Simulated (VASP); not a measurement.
A run of VASP 6.6.1 is set up as follows.

INCAR

```
  ALGO = Normal
  EDIFF = 1E-6
  ENCUT = 520
  GGA = PE
  ISIF = 2
  ISMEAR = 0
  ISPIN = 2
  LASPH = T
  LCHARG = T
  LELF = T
  LMAXMIX = 4
  LORBIT = 11
  LREAL = F
  LVHAR = T
  LWAVE = F
  MAGMOM = 0 0.33 0 0 0
  NBANDS = 31
  NELM = 150
  PREC = Accurate
  SIGMA = 0.1
```

File KPOINTS:

```
k-points
0
Gamma
  8 8 8
```

POSCAR

```
NaPtCl3
1.0
    4.9374769444      0.0000000000      0.0000000000
    0.0000000000      4.9374769444      0.0000000000
    0.0000000000      0.0000000000      4.9374769444
Na Pt Cl
1 1 3
Direct
    0.0000000000      0.0000000000      0.0000000000
    0.5000000000      0.5000000000      0.5000000000
    0.0000000000      0.5000000000      0.5000000000
    0.5000000000      0.5000000000      0.0000000000
    0.5000000000      0.0000000000      0.5000000000
```

Potentials or basis: VASP PAW PBE potentials, release 64 (Na_pv, Pt, Cl).

Run with:

```bash
$ cat potpaw_PBE.64/Na_pv/POTCAR potpaw_PBE.64/Pt/POTCAR potpaw_PBE.64/Cl/POTCAR > POTCAR
$ mpirun -np 1 vasp_std > vasp.out
```

Q: Predict the pressure.

A: -0.1 GPa.

Q: Predict the net moment.

A: 0.00 μB per cell.
